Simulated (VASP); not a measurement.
# MnO (Fm-3m) in VASP: further runs

The runs below take MnO through single point, with PBEsol+U.

All numbers are computed with VASP 6.6.1; they aren't measurements. Logs are shortened: lines on timing, memory, paths and dates and some standing lists are left out, and cuts for length are marked.

## Step 1: The cell of the first run

It takes space group Fm-3m (No. 225, cubic). Conventional cell: a = 4.444 Å, b = 4.444 Å, c = 4.444 Å, α = 90.00°, β = 90.00°, γ = 90.00°. Mn (site symmetry m-3m) has 6 O at 2.22 Å within 2.9 Å. O (site symmetry m-3m) has 6 Mn at 2.22 Å within 2.9 Å.

## Step 2: Single point, PBEsol+U, collinear spin, ferromagnetic start

INCAR reads:

```
SYSTEM = MnO
  ALGO = Normal
  EDIFF = 1E-6
  ENCUT = 600
  GGA = PS
  GGA_COMPAT = .FALSE.
  ISIF = 2
  ISMEAR = 0
  ISPIN = 2
  LASPH = .TRUE.
  LCHARG = .FALSE.
  LDAU = .TRUE.
  LDAUJ = 0 0
  LDAUL = 2 -1
  LDAUPRINT = 1
  LDAUTYPE = 2
  LDAUU = 8 0
  LMAXMIX = 4
  LORBIT = 11
  LREAL = .FALSE.
  LWAVE = .FALSE.
  MAGMOM = 4.76 4.76 0.11 0.11
  NBANDS = 31
  NELM = 200
  NUPDOWN = 10.0
  PREC = Accurate
  SIGMA = 0.05
```

KPOINTS reads:

```
k-points
0
G
  7 7 7
  0 0 0
```

POSCAR reads:

```
MnO
1.0
    0.0000000000      2.2220003300      2.2220003300
    4.4440006600      2.2220003300      2.2220003300
    4.4440006600      4.4440006600      0.0000000000
Mn O
2 2
Direct
    0.0000000000      0.0000000000      0.0000000000
    0.0000000000      0.0000000000      0.5000000000
    0.5000000000      0.5000000000      0.0000000000
    0.5000000000      0.5000000000      0.5000000000
```

Potentials or basis: VASP PAW PBE potentials, release 64 (Mn_pv, O).

Run with:

```sh
$ cat potpaw_PBE.64/Mn_pv/POTCAR potpaw_PBE.64/O/POTCAR > POTCAR
$ mpirun -np 1 vasp_std > vasp.out
```

OUTCAR:

```text
SYSTEM = MnO
   EDIFF = 1E-6
   ENCUT = 600
   GGA = PS
   ISIF = 2
   ISMEAR = 0
   ISPIN = 2
   LASPH = .TRUE.
   LORBIT = 11
   LREAL = .FALSE.
   NELM = 200
   NUPDOWN = 10.0
   PREC = Accurate

 ion  position               nearest neighbor table
   1  0.000  0.000  0.000-   4 2.22   3 2.22   4 2.22   3 2.22   4 2.22   4 2.22   2 3.14   2 3.14
                             2 3.14   2 3.14   2 3.14   2 3.14   2 3.14   2 3.14
   2  0.000  0.000  0.500-   3 2.22   3 2.22   4 2.22   4 2.22   3 2.22   3 2.22   1 3.14   1 3.14
                             1 3.14   1 3.14   1 3.14   1 3.14   1 3.14   1 3.14
   3  0.500  0.500  0.000-   2 2.22   1 2.22   2 2.22   1 2.22   2 2.22   2 2.22
   4  0.500  0.500  0.500-   1 2.22   1 2.22   2 2.22   2 2.22   1 2.22   1 2.22

  LATTYP: Found a simple tetragonal cell.
 ALAT       =     3.1423830023
 C/A-ratio  =     1.4142135624

  Lattice vectors:

 A1 = (   0.0000000000,  -2.2220003300,   2.2220003300)
 A2 = (   0.0000000000,  -2.2220003300,  -2.2220003300)
 A3 = (   4.4440006600,   0.0000000000,   0.0000000000)

Analysis of symmetry for initial positions (statically):
=====================================================================
 Subroutine PRICEL returns following result:

  LATTYP: Found a face centered cubic cell.
 ALAT       =     4.4440006600
[... 12 lines left out ...]
 Subroutine GETGRP returns: Found 16 space group operations
 (whereof 16 operations were pure point group operations)
 out of a pool of 16 trial point group operations.

The static configuration has the point symmetry D_4h.

Analysis of symmetry for dynamics (positions and initial velocities):
=====================================================================
 Subroutine PRICEL returns following result:

  LATTYP: Found a face centered cubic cell.
 ALAT       =     4.4440006600
[... 12 lines left out ...]
 Subroutine GETGRP returns: Found 16 space group operations
 (whereof 16 operations were pure point group operations)
 out of a pool of 16 trial point group operations.

The dynamic configuration has the point symmetry D_4h.

Analysis of structural, dynamic, and magnetic symmetry:
=====================================================================
 Subroutine PRICEL returns following result:

  LATTYP: Found a face centered cubic cell.
 ALAT       =     4.4440006600
[... 12 lines left out ...]
 Subroutine GETGRP returns: Found 16 space group operations
 (whereof 16 operations were pure point group operations)
 out of a pool of 16 trial point group operations.

The overall configuration has the point symmetry D_4h.

 Subroutine INISYM returns: Found 16 space group operations
 (whereof 16 operations are pure point group operations),
 and found     2 'primitive' translations

----------------------------------------------------------------------------------------

                                     Primitive cell

  volume of cell :      21.9413

  direct lattice vectors                    reciprocal lattice vectors
    -2.222000330  2.222000330  0.000000000    -0.225022469  0.225022469 -0.225022469
    -2.222000330  0.000000000  2.222000330    -0.225022469 -0.225022469  0.225022469
     0.000000000  2.222000330  2.222000330     0.225022469  0.225022469  0.225022469

  length of vectors
     3.142383002  3.142383002  3.142383002     0.389750349  0.389750349  0.389750349
[... 144 lines left out ...]
  0.0000  0.0000  0.0000  0.0000  0.0555

 occupancies and eigenvectors

  o =  0.0140  v =  0.0000  0.0000  0.0000  0.0000  0.0000  0.0000 -1.0000  0.0000 -0.0000  0.0000      0.0000  0.0000  0.0000  0.0000  0.0000  0.0000  0.0000  0.0000  0.0000  0.0000
  o =  0.0140  v =  0.0000  0.0000  0.0000  0.0000  0.0000  1.0000  0.0000  0.0000  0.0000  0.0000      0.0000  0.0000  0.0000  0.0000  0.0000  0.0000  0.0000  0.0000  0.0000  0.0000
  o =  0.0140  v =  0.0000  0.0000  0.0000  0.0000  0.0000  0.0000  0.0000 -0.0000 -1.0000  0.0000      0.0000  0.0000  0.0000  0.0000  0.0000  0.0000  0.0000  0.0000  0.0000  0.0000
  o =  0.0555  v =  0.0000  0.0000  0.0000  0.0000  0.0000  0.0000  0.0000  0.5000 -0.0000 -0.8660      0.0000  0.0000  0.0000  0.0000  0.0000  0.0000  0.0000  0.0000  0.0000  0.0000
  o =  0.0555  v =  0.0000  0.0000  0.0000  0.0000  0.0000  0.0000 -0.0000 -0.8660 -0.0000 -0.5000      0.0000  0.0000  0.0000  0.0000  0.0000  0.0000  0.0000  0.0000  0.0000  0.0000
  o =  0.9511  v =  0.0000 -1.0000 -0.0000 -0.0000  0.0000  0.0000  0.0000  0.0000  0.0000  0.0000      0.0000  0.0000  0.0000  0.0000  0.0000  0.0000  0.0000  0.0000  0.0000  0.0000
  o =  0.9511  v =  0.0000 -0.0000 -0.0000  1.0000 -0.0000  0.0000  0.0000  0.0000  0.0000  0.0000      0.0000  0.0000  0.0000  0.0000  0.0000  0.0000  0.0000  0.0000  0.0000  0.0000
  o =  0.9511  v =  1.0000  0.0000  0.0000  0.0000  0.0000  0.0000  0.0000  0.0000  0.0000  0.0000      0.0000  0.0000  0.0000  0.0000  0.0000  0.0000  0.0000  0.0000  0.0000  0.0000
  o =  0.9879  v =  0.0000 -0.0000  0.5000 -0.0000 -0.8660  0.0000  0.0000  0.0000  0.0000  0.0000      0.0000  0.0000  0.0000  0.0000  0.0000  0.0000  0.0000  0.0000  0.0000  0.0000
  o =  0.9879  v =  0.0000 -0.0000 -0.8660 -0.0000 -0.5000  0.0000  0.0000  0.0000  0.0000  0.0000      0.0000  0.0000  0.0000  0.0000  0.0000  0.0000  0.0000  0.0000  0.0000  0.0000

atom =   2  type =  1  l = 2

 onsite density matrix

spin component  1

  0.9511  0.0000  0.0000  0.0000  0.0000
  0.0000  0.9511 -0.0000 -0.0000 -0.0000
  0.0000 -0.0000  0.9879 -0.0000  0.0000
  0.0000 -0.0000 -0.0000  0.9511 -0.0000
  0.0000 -0.0000  0.0000 -0.0000  0.9879

spin component  2

  0.0140 -0.0000  0.0000 -0.0000  0.0000
 -0.0000  0.0140  0.0000  0.0000  0.0000
  0.0000  0.0000  0.0555  0.0000  0.0000
 -0.0000  0.0000  0.0000  0.0140  0.0000
  0.0000  0.0000  0.0000  0.0000  0.0555

 occupancies and eigenvectors

  o =  0.0140  v =  0.0000  0.0000  0.0000  0.0000  0.0000  0.0000  1.0000 -0.0000 -0.0000 -0.0000      0.0000  0.0000  0.0000  0.0000  0.0000  0.0000  0.0000  0.0000  0.0000  0.0000
  o =  0.0140  v =  0.0000  0.0000  0.0000  0.0000  0.0000  1.0000 -0.0000 -0.0000  0.0057 -0.0000      0.0000  0.0000  0.0000  0.0000  0.0000  0.0000  0.0000  0.0000  0.0000  0.0000
  o =  0.0140  v =  0.0000  0.0000  0.0000  0.0000  0.0000  0.0057 -0.0000  0.0000 -1.0000  0.0000      0.0000  0.0000  0.0000  0.0000  0.0000  0.0000  0.0000  0.0000  0.0000  0.0000
  o =  0.0555  v =  0.0000  0.0000  0.0000  0.0000  0.0000  0.0000  0.0000  0.5000 -0.0000 -0.8660      0.0000  0.0000  0.0000  0.0000  0.0000  0.0000  0.0000  0.0000  0.0000  0.0000
  o =  0.0555  v =  0.0000  0.0000  0.0000  0.0000  0.0000 -0.0000 -0.0000 -0.8660 -0.0000 -0.5000      0.0000  0.0000  0.0000  0.0000  0.0000  0.0000  0.0000  0.0000  0.0000  0.0000
  o =  0.9511  v =  0.0000  1.0000 -0.0000  0.0000  0.0000  0.0000  0.0000  0.0000  0.0000  0.0000      0.0000  0.0000  0.0000  0.0000  0.0000  0.0000  0.0000  0.0000  0.0000  0.0000
  o =  0.9511  v =  0.0000  0.0000 -0.0000 -1.0000 -0.0000  0.0000  0.0000  0.0000  0.0000  0.0000      0.0000  0.0000  0.0000  0.0000  0.0000  0.0000  0.0000  0.0000  0.0000  0.0000
  o =  0.9511  v =  1.0000  0.0000  0.0000  0.0000  0.0000  0.0000  0.0000  0.0000  0.0000  0.0000      0.0000  0.0000  0.0000  0.0000  0.0000  0.0000  0.0000  0.0000  0.0000  0.0000
  o =  0.9879  v =  0.0000  0.0000  0.5000 -0.0000 -0.8660  0.0000  0.0000  0.0000  0.0000  0.0000      0.0000  0.0000  0.0000  0.0000  0.0000  0.0000  0.0000  0.0000  0.0000  0.0000
  o =  0.9879  v =  0.0000 -0.0000 -0.8660  0.0000 -0.5000  0.0000  0.0000  0.0000  0.0000  0.0000      0.0000  0.0000  0.0000  0.0000  0.0000  0.0000  0.0000  0.0000  0.0000  0.0000

 number of electron      37.9999998 magnetization      10.0000058

 Free energy of the ion-electron system (eV)
  ---------------------------------------------------
  ext. energy  EPLUGINS =         0.00000000
  ---------------------------------------------------
  free energy    TOTEN  =       -31.02432220 eV

  energy without entropy =      -31.02432220  energy(sigma->0) =      -31.02432220

 E-fermi :   4.5552     XC(G=0): -12.0248

 val. band max:        6.0413703032   @ k =   0.4286   0.0000   0.0000
 cond. band min:       6.9691016935   @ k =   0.0000   0.0000   0.0000
 fundamental gap:      0.9277313903
 Fermi energy:         6.2863255166

 spin component 1

 k-point     1 :       0.0000    0.0000    0.0000
  band No.  band energies     occupation
      1     -42.8260      1.00000
      2     -42.7910      1.00000
      3     -42.7910      1.00000
      4     -42.7668      1.00000
      5     -42.7668      1.00000
      6     -42.7668      1.00000
[... 1625 lines left out ...]
     30      22.3158      0.00000
     31      23.9296      0.00000

 [... further k-points ...]

------------------------ aborting loop because EDIFF is reached ----------------------------------------

  FORCE on cell =-STRESS in cart. coord.  units (eV):
  Direction    XX          YY          ZZ          XY          YZ          ZX
  --------------------------------------------------------------------------------------
  -------------------------------------------------------------------------------------
  Total        0.9118544      0.9130786      0.9130786     -0.0000000      0.0000000      0.0000000
  in kB       33.2922966     33.3369924     33.3369924     -0.0000000      0.0000000      0.0000000
  external PRESSURE =      33.3220938 kB  Pullay stress =       0.0000000 kB

 VOLUME and BASIS-vectors are now :
 -----------------------------------------------------------------------------
  energy-cutoff  :      600.00
  volume of cell :       43.88
      direct lattice vectors                 reciprocal lattice vectors
     0.000000000  2.222000330  2.222000330    -0.225022469  0.225022469  0.225022469
     4.444000660  2.222000330  2.222000330     0.225022469 -0.225022469  0.225022469
     4.444000660  4.444000660  0.000000000     0.000000000  0.225022469 -0.225022469

 POSITION                                       TOTAL-FORCE (eV/Angst)
 -----------------------------------------------------------------------------------
      0.00000      0.00000      0.00000        -0.000000     -0.000000     -0.000000
      2.22200      2.22200      0.00000         0.000000     -0.000000     -0.000000
      2.22200      2.22200      2.22200        -0.000000      0.000000      0.000000
      4.44400      4.44400      2.22200         0.000000      0.000000      0.000000
 -----------------------------------------------------------------------------------
    total drift:                                0.000000      0.000000      0.000000

  FREE ENERGIE OF THE ION-ELECTRON SYSTEM (eV)
  ---------------------------------------------------
  free  energy   TOTEN  =       -31.0243222001 eV

  energy  without entropy=      -31.0243222001  energy(sigma->0) =      -31.02432220

 total charge

# of ion       s       p       d       tot
------------------------------------------
    1        0.214   6.192   4.962  11.367
    2        0.214   6.192   4.962  11.367
    3        1.544   3.454   0.000   4.998
    4        1.544   3.454   0.000   4.998
--------------------------------------------------
tot          3.516  19.291   9.924  32.730

 magnetization (x)

# of ion       s       p       d       tot
------------------------------------------
    1        0.031   0.028   4.664   4.722
    2        0.031   0.028   4.664   4.722
    3        0.017   0.065   0.000   0.082
    4        0.017   0.065   0.000   0.082
--------------------------------------------------
tot          0.095   0.185   9.327   9.608
```

Run time: 5.9 min. Hardware: 1 thread of Intel Xeon 8259CL, shared host; peak memory 0.34 GiB.

Results:

```yaml
Free_energy: -31.0243 eV
Pressure: 3.3 GPa
Net_moment: 10.00 μB per cell
Site_moments: Mn +4.72; O +0.08 μB
Valence_electrons_inside_the_program's_atomic_spheres: Mn 11.37; O 5.00
```

Eigenvalues of the final occupation matrices:
| site | spin | trace | eigenvalues |
| --- | --- | --- | --- |
| site 1 d | 1 | 4.83 | 0.95 0.95 0.95 0.99 0.99 |
| site 1 d | 2 | 0.15 | 0.01 0.01 0.01 0.06 0.06 |
| site 2 d | 1 | 4.83 | 0.95 0.95 0.95 0.99 0.99 |
| site 2 d | 2 | 0.15 | 0.01 0.01 0.01 0.06 0.06 |

Caveat: the cell stands under pressure; the PAW data sets were made with another functional, which shifts forces and pressure a little; the total moment is fixed, so each spin has its own Fermi level; only a ferromagnetic start was run, and an antiferromagnetic order may lie lower in energy.

## Step 3: Single point, PBEsol+U, collinear spin, ferromagnetic start

INCAR reads:

```
SYSTEM = MnO
PREC = Accurate ; ENCUT = 600
EDIFF = 1E-6 ; ISMEAR = 0
SIGMA = 0.05 ; LREAL = .False.
LASPH = .True. ; NELM = 200
ALGO = Normal ; ISIF = 2
LWAVE = .False. ; LCHARG = .True.
ISPIN = 2 ; MAGMOM = 4.33 4.33 0.1 0.1
LORBIT = 11 ; LMAXMIX = 4
LDAU = .True. ; LDAUTYPE = 2
LDAUL = 2 -1 ; LDAUU = 8 0
LDAUJ = 0 0 ; LDAUPRINT = 1
GGA = PS ; LELF = .True.
LVHAR = .True. ; NBANDS = 31
GGA_COMPAT = .False.
```

KPOINTS reads:

```
Automatic mesh
0
Gamma
  7 7 7
  0 0 0
```

POSCAR is that of step 2.

Potentials or basis: VASP PAW PBE potentials, release 64 (Mn_pv, O).

Run with:

```sh
$ cat potpaw_PBE.64/Mn_pv/POTCAR potpaw_PBE.64/O/POTCAR > POTCAR
$ mpirun -np 1 vasp_std > vasp.out
```

It took 6.1 min on 1 thread of Intel Xeon 8259CL, shared host; peak memory 0.34 GiB.

It converged, with:

```yaml
Free_energy: -31.0243 eV
Pressure: 3.3 GPa
Band_gap_on_the_k_mesh: 0.93 eV
Net_moment: 10.00 μB per cell
Site_moments: Mn +4.72; O +0.08 μB
Valence_electrons_inside_the_program's_atomic_spheres: Mn 11.37; O 5.00
```

Levels at points of the mesh, in eV from the valence-band top:
Spin up:
```tsv
k point	band 22	band 23	band 24	band 25	band 26	band 27
(0.00, 0.00, 0.00)	-1.92	-1.92	-1.92	0.93	6.25	9.40
```
Spin down:
| k point | band 10 | band 11 | band 12 | band 13 | band 14 | band 15 | band 16 | band 17 | band 18 | band 19 |
| --- | --- | --- | --- | --- | --- | --- | --- | --- | --- | --- |
| (0.00, 0.00, 0.00) | -2.71 | -2.71 | -1.69 | -1.69 | -1.69 | 2.25 | 3.23 | 5.60 | 5.60 | 5.60 |

Eigenvalues of the final occupation matrices:
```
    site  spin  trace               eigenvalues
site 1 d     1   4.83  0.95 0.95 0.95 0.99 0.99
site 1 d     2   0.15  0.01 0.01 0.01 0.06 0.06
site 2 d     1   4.83  0.95 0.95 0.95 0.99 0.99
site 2 d     2   0.15  0.01 0.01 0.01 0.06 0.06
```

Caveat: the cell stands under pressure; the PAW data sets were made with another functional, which shifts forces and pressure a little; an odd mesh through Γ misses points on the zone boundary, where band edges can lie; only a ferromagnetic start was run, and an antiferromagnetic order may lie lower in energy.
